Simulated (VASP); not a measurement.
# SrTiO3 (Pm-3m) in VASP: single point with PBEsol

Aim: the single point of SrTiO3 with PBEsol.

Program: VASP 6.6.1. These are calculated values, not measurements. Logs are shortened: lines on timing, memory, paths and dates and some standing lists are left out, and cuts for length are marked.

### Step 1. The cell of the first run

The structure is cubic, space group Pm-3m (No. 221). Conventional cell: a = 3.891 Å, b = 3.891 Å, c = 3.891 Å, α = 90.00°, β = 90.00°, γ = 90.00°. Within 3.6 Å of Sr (site symmetry m-3m) lie 12 O at 2.75 Å and 8 Ti at 3.37 Å. Within 2.6 Å of Ti (site symmetry m-3m) lie 6 O at 1.95 Å. Within 2.6 Å of O (site symmetry 4/mmm) lie 2 Ti at 1.95 Å.

### Step 2. Single point, PBEsol

INCAR

```
ALGO     = Normal         # electronic algorithm
EDIFF    = 1E-6           # SCF threshold, eV
ENCUT    = 520            # plane-wave cutoff, eV
GGA      = PS             # functional
ISIF     = 2              # what is computed and relaxed
ISMEAR   = 0              # smearing method
LASPH    = True           # aspherical terms in the spheres
LCHARG   = False          # write CHGCAR
LREAL    = False          # projectors in reciprocal space
LWAVE    = False          # write WAVECAR
NBANDS   = 28             # bands
NELM     = 80             # most SCF steps
PREC     = Accurate       # precision mode
SIGMA    = 0.01           # smearing width, eV
```

KPOINTS

```
k-points
0
Gamma
  6 6 6
```

POSCAR

```
SrTiO3
1.0
    3.8911204622      0.0000000000      0.0000000000
    0.0000000000      3.8911204622      0.0000000000
    0.0000000000      0.0000000000      3.8911204622
Sr Ti O
1 1 3
Direct
    0.5000000000      0.5000000000      0.5000000000
    0.0000000000      0.0000000000      0.0000000000
    0.5000000000      0.0000000000      0.0000000000
    0.0000000000      0.5000000000      0.0000000000
    0.0000000000      0.0000000000      0.5000000000
```

Potentials or basis: VASP PAW PBE potentials, release 64 (Sr_sv, Ti_sv, O).

On the command line:

```bash
> cat potpaw_PBE.64/Sr_sv/POTCAR potpaw_PBE.64/Ti_sv/POTCAR potpaw_PBE.64/O/POTCAR > POTCAR
> mpirun -np 1 vasp_std > vasp.out
```

OUTCAR:

```text
EDIFF = 1E-6
   ENCUT = 520
   GGA = PS
   ISIF = 2
   ISMEAR = 0
   LASPH = True
   LREAL = False
   NELM = 80
   PREC = Accurate

 ion  position               nearest neighbor table
   1  0.500  0.500  0.500-   3 2.75   4 2.75   5 2.75   3 2.75   4 2.75   3 2.75   5 2.75   3 2.75
                             4 2.75   5 2.75   4 2.75   5 2.75   2 3.37   2 3.37   2 3.37   2 3.37
   2  0.000  0.000  0.000-   3 1.95   4 1.95   5 1.95   5 1.95   4 1.95   3 1.95   1 3.37   1 3.37
                             1 3.37   1 3.37   1 3.37   1 3.37   1 3.37   1 3.37
   3  0.500  0.000  0.000-   2 1.95   2 1.95   1 2.75   1 2.75   1 2.75   1 2.75
   4  0.000  0.500  0.000-   2 1.95   2 1.95   1 2.75   1 2.75   1 2.75   1 2.75
   5  0.000  0.000  0.500-   2 1.95   2 1.95   1 2.75   1 2.75   1 2.75   1 2.75

  LATTYP: Found a simple cubic cell.
 ALAT       =     3.8911204622

  Lattice vectors:

 A1 = (   3.8911204622,   0.0000000000,   0.0000000000)
 A2 = (   0.0000000000,   3.8911204622,   0.0000000000)
 A3 = (   0.0000000000,   0.0000000000,   3.8911204622)

Analysis of symmetry for initial positions (statically):
=====================================================================
 Subroutine PRICEL returns:
 Original cell was already a primitive cell.

 Routine SETGRP: Setting up the symmetry group for a
 simple cubic supercell.

 Subroutine GETGRP returns: Found 48 space group operations
 (whereof 48 operations were pure point group operations)
 out of a pool of 48 trial point group operations.

The static configuration has the point symmetry O_h .

Analysis of symmetry for dynamics (positions and initial velocities):
=====================================================================
 Subroutine PRICEL returns:
 Original cell was already a primitive cell.

 Routine SETGRP: Setting up the symmetry group for a
 simple cubic supercell.

 Subroutine GETGRP returns: Found 48 space group operations
 (whereof 48 operations were pure point group operations)
 out of a pool of 48 trial point group operations.

The dynamic configuration has the point symmetry O_h .

 Subroutine INISYM returns: Found 48 space group operations
 (whereof 48 operations are pure point group operations),
 and found     1 'primitive' translations

----------------------------------------------------------------------------------------

                                     Primitive cell

  volume of cell :      58.9147

  direct lattice vectors                    reciprocal lattice vectors
     3.891120462  0.000000000  0.000000000     0.256995385  0.000000000  0.000000000
     0.000000000  3.891120462  0.000000000     0.000000000  0.256995385  0.000000000
     0.000000000  0.000000000  3.891120462     0.000000000  0.000000000  0.256995385

  length of vectors
     3.891120462  3.891120462  3.891120462     0.256995385  0.256995385  0.256995385

  position of ions in fractional coordinates (direct lattice)
     0.500000000  0.500000000  0.500000000
     0.000000000  0.000000000  0.000000000
     0.500000000  0.000000000  0.000000000
     0.000000000  0.500000000  0.000000000
     0.000000000  0.000000000  0.500000000

  ion indices of the primitive-cell ions
   primitive index   ion index
                 1           1
                 2           2
                 3           3
                 4           4
                 5           5

----------------------------------------------------------------------------------------

 KPOINTS: k-points

Automatic generation of k-mesh.
 Grid dimensions read from file:
 generate k-points for:    6    6    6

 Generating k-lattice:

  Cartesian coordinates                     Fractional coordinates (reciprocal lattice)
     0.042832564  0.000000000  0.000000000     0.166666667  0.000000000  0.000000000
     0.000000000  0.042832564  0.000000000     0.000000000  0.166666667  0.000000000
     0.000000000  0.000000000  0.042832564     0.000000000  0.000000000  0.166666667

  Length of vectors
     0.042832564  0.042832564  0.042832564

  Shift w.r.t. Gamma in fractional coordinates (k-lattice)
     0.000000000  0.000000000  0.000000000

 Subroutine IBZKPT returns following result:
 ===========================================

 Found     20 irreducible k-points:

 Following reciprocal coordinates:
            Coordinates               Weight
  0.000000  0.000000  0.000000      1.000000
  0.166667  0.000000  0.000000      6.000000
  0.333333  0.000000  0.000000      6.000000
  0.500000  0.000000  0.000000      3.000000
  0.166667  0.166667  0.000000     12.000000
  0.333333  0.166667  0.000000     24.000000
[... 12 lines left out ...]
  0.500000  0.500000  0.333333      6.000000
  0.500000  0.500000  0.500000      1.000000
   k-points           NKPTS =     20   k-points in BZ     NKDIM =     20   number of bands    NBANDS=     28
   number of dos      NEDOS =    301   number of ions     NIONS =      5
   total plane-waves  NPLWV =  27000
   dimension x,y,z NGX =    30 NGY =   30 NGZ =   30
   dimension x,y,z NGXF=    60 NGYF=   60 NGZF=   60
   ions per type =               1   1   3
   NGX,Y,Z   is equivalent  to a cutoff of  12.82, 12.82, 12.82 a.u.
   NGXF,Y,Z  is equivalent  to a cutoff of  25.63, 25.63, 25.63 a.u.
 SYSTEM =  unknown system
   PREC   = accura    normal or accurate (medium, high low for compatibility)
   ISTART =      0    job   : 0-new  1-cont  2-samecut
   ICHARG =      2    charge: 1-file 2-atom 10-const
   ISPIN  =      1    spin polarized calculation?
   LNONCOLLINEAR =      F non collinear calculations
   LSORBIT =      F    spin-orbit coupling
   LASPH  =      T    aspherical Exc in radial PAW
   ENCUT  =  520.0 eV  38.22 Ry    6.18 a.u.   7.23  7.23  7.23*2*pi/ulx,y,z
   NELM   =     80;   NELMIN=  2; NELMDL= -5     # of ELM steps
   EDIFF  = 0.1E-05   stopping-criterion for ELM
   LREAL  =      F    real-space projection
   EDIFFG = 0.1E-04   stopping-criterion for IOM
   NSW    =      0    number of steps for IOM
   IBRION =     -1    ionic relax: 0-MD 1-quasi-New 2-CG
   NFREE  =      0    steps in history (QN), initial steepest desc. (CG)
   ISIF   =      2    stress and relaxation
   ISYM   =      2    0-nonsym 1-usesym 2-fastsym
   POTIM  = 0.5000    time-step for ionic-motion
   TEBEG  =    0.0;   TEEND  =   0.0 temperature during run
   PSTRESS=    0.0 pullay stress
   NELECT =      40.0000    total number of electrons
   NUPDOWN=      -1.0000    fix difference up-down
   EMIN   =  10.00;   EMAX   =-10.00  energy-range for DOS
   EFERMI =   0.00;   METHOD = LEGACY
   ISMEAR =     0;   SIGMA  =   0.01  broadening in eV -4-tet -1-fermi 0-gaus
   EFERMI_NEDOS =   21; number of points for ismear=-14 and -15
   IALGO  =     38    algorithm
   IMIX   =      4    mixing-type and parameters
     AMIX     =   0.40;   BMIX     =  1.00
     AMIX_MAG =   1.60;   BMIX_MAG =  1.00
  volume/ion in A,a.u.               =      11.78        79.52
  Fermi-wavevector in a.u.,A,eV,Ry     =   1.438865  2.719061 28.168597  2.070333
  Thomas-Fermi vector in A             =   2.557785
   LORBIT       =      0    0 simple, 1 ext, 2 COOP (PROOUT), +10 PAW based schemes
   GGA     = PS    functional components
   LHFCALC =     F    Hartree Fock is set to
   AEXX    =    0.0000 exact exchange contribution
   IVDW    =     0    specifies the selected vdW correction
   LEPSILON=     F    determine dielectric tensor
   LRPA    =     F    only Hartree local field effects (RPA)
 non-spin polarized calculation
 Gauss-broadening in eV      SIGMA  =   0.01
  energy-cutoff  :      520.00
  volume of cell :       58.91
 maximum number of plane-waves:      1622
 NGX is ok and might be reduce to    30
   NGX = 15   NGY = 15   NGZ = 15

 number of electron      40.0000013 magnetization

 Free energy of the ion-electron system (eV)
  ---------------------------------------------------
  ext. energy  EPLUGINS =         0.00000000
  ---------------------------------------------------
  free energy    TOTEN  =       -42.01499033 eV

  energy without entropy =      -42.01499033  energy(sigma->0) =      -42.01499033

 E-fermi :   4.2919     XC(G=0): -11.5968

 val. band max:        4.1141231849   @ k =   0.5000   0.5000   0.5000
 cond. band min:       5.9324127473   @ k =   0.0000   0.0000   0.0000
 fundamental gap:      1.8182895624
 Fermi energy:         4.2918650379

 k-point     1 :       0.0000    0.0000    0.0000
  band No.  band energies     occupation
      1     -52.0445      2.00000
      2     -28.4996      2.00000
      3     -28.4137      2.00000
      4     -28.4137      2.00000
      5     -28.4137      2.00000
      6     -13.2849      2.00000
[... 20 lines left out ...]
     27       9.4021      0.00000
     28      10.2272      0.00000

 k-point     2 :       0.1667    0.0000    0.0000
  band No.  band energies     occupation
      1     -52.0441      2.00000
      2     -28.5315      2.00000
      3     -28.4129      2.00000
      4     -28.4129      2.00000
      5     -28.3945      2.00000
      6     -13.3049      2.00000
[... 20 lines left out ...]
     27       9.8911      0.00000
     28      10.8904      0.00000

 k-point     3 :       0.3333    0.0000    0.0000
  band No.  band energies     occupation
      1     -52.0432      2.00000
      2     -28.5819      2.00000
      3     -28.4113      2.00000
      4     -28.4113      2.00000
      5     -28.3692      2.00000
      6     -13.4360      2.00000
[... 20 lines left out ...]
     27      10.9080      0.00000
     28      12.2146      0.00000

 k-point     4 :       0.5000    0.0000    0.0000
  band No.  band energies     occupation
      1     -52.0428      2.00000
      2     -28.6044      2.00000
      3     -28.4105      2.00000
      4     -28.4105      2.00000
      5     -28.3590      2.00000
      6     -13.5220      2.00000
[... 454 lines left out ...]
     27      12.0103      0.00000
     28      12.3767      0.00000

 k-point    19 :       0.5000    0.5000    0.3333
  band No.  band energies     occupation
      1     -52.0399      2.00000
      2     -28.4852      2.00000
      3     -28.4852      2.00000
      4     -28.4651      2.00000
      5     -28.4379      2.00000
      6     -12.0827      2.00000
[... 20 lines left out ...]
     27      12.0923      0.00000
     28      12.6629      0.00000

 k-point    20 :       0.5000    0.5000    0.5000
  band No.  band energies     occupation
      1     -52.0394      2.00000
      2     -28.4841      2.00000
      3     -28.4841      2.00000
      4     -28.4841      2.00000
      5     -28.4328      2.00000
      6     -11.8855      2.00000
[... 20 lines left out ...]
     27      12.6632      0.00000
     28      12.6632      0.00000

------------------------ aborting loop because EDIFF is reached ----------------------------------------

  FORCE on cell =-STRESS in cart. coord.  units (eV):
  Direction    XX          YY          ZZ          XY          YZ          ZX
  --------------------------------------------------------------------------------------
  -------------------------------------------------------------------------------------
  Total        0.2499576      0.2499576      0.2499576      0.0000000      0.0000000      0.0000000
  in kB        6.7975583      6.7975583      6.7975583      0.0000000      0.0000000      0.0000000
  external PRESSURE =       6.7975583 kB  Pullay stress =       0.0000000 kB

 VOLUME and BASIS-vectors are now :
 -----------------------------------------------------------------------------
  energy-cutoff  :      520.00
  volume of cell :       58.91
      direct lattice vectors                 reciprocal lattice vectors
     3.891120462  0.000000000  0.000000000     0.256995385  0.000000000  0.000000000
     0.000000000  3.891120462  0.000000000     0.000000000  0.256995385  0.000000000
     0.000000000  0.000000000  3.891120462     0.000000000  0.000000000  0.256995385

 POSITION                                       TOTAL-FORCE (eV/Angst)
 -----------------------------------------------------------------------------------
      1.94556      1.94556      1.94556         0.000000      0.000000      0.000000
      0.00000      0.00000      0.00000         0.000000      0.000000      0.000000
      1.94556      0.00000      0.00000         0.000000      0.000000      0.000000
      0.00000      1.94556      0.00000         0.000000      0.000000      0.000000
      0.00000      0.00000      1.94556         0.000000      0.000000      0.000000
 -----------------------------------------------------------------------------------
    total drift:                                0.000000     -0.000000      0.000000

  FREE ENERGIE OF THE ION-ELECTRON SYSTEM (eV)
  ---------------------------------------------------
  free  energy   TOTEN  =       -42.0149903344 eV

  energy  without entropy=      -42.0149903344  energy(sigma->0) =      -42.01499033
```

Wall time 46 s (1 thread of Intel Xeon Platinum 8259CL at 2.50GHz (Skylake/Cascade Lake), shared host); peak memory 0.18 GiB.

What came out:

```
Free energy            : -42.0150 eV
Pressure               : 0.7 GPa
Band gap on the k mesh : 1.82 eV, indirect (least direct gap 2.17 eV)
```

Levels at points of the mesh, in eV from the valence-band top:
```tsv
k point	band 18	band 19	band 20	band 21	band 22	band 23
(0.00, 0.00, 0.00)	-0.35	-0.35	-0.35	1.82	1.82	1.82
(0.50, 0.00, 0.00)	-2.07	-0.74	-0.74	2.00	3.83	3.83
(0.50, 0.50, 0.00)	-1.60	-1.60	-0.10	3.84	3.84	4.29
(0.50, 0.50, 0.50)	0.00	0.00	0.00	4.53	4.53	4.53
```

Caveat: the PAW data sets were made with another functional, which shifts forces and pressure a little. As with any semilocal functional, this PBEsol gap is likely too small.
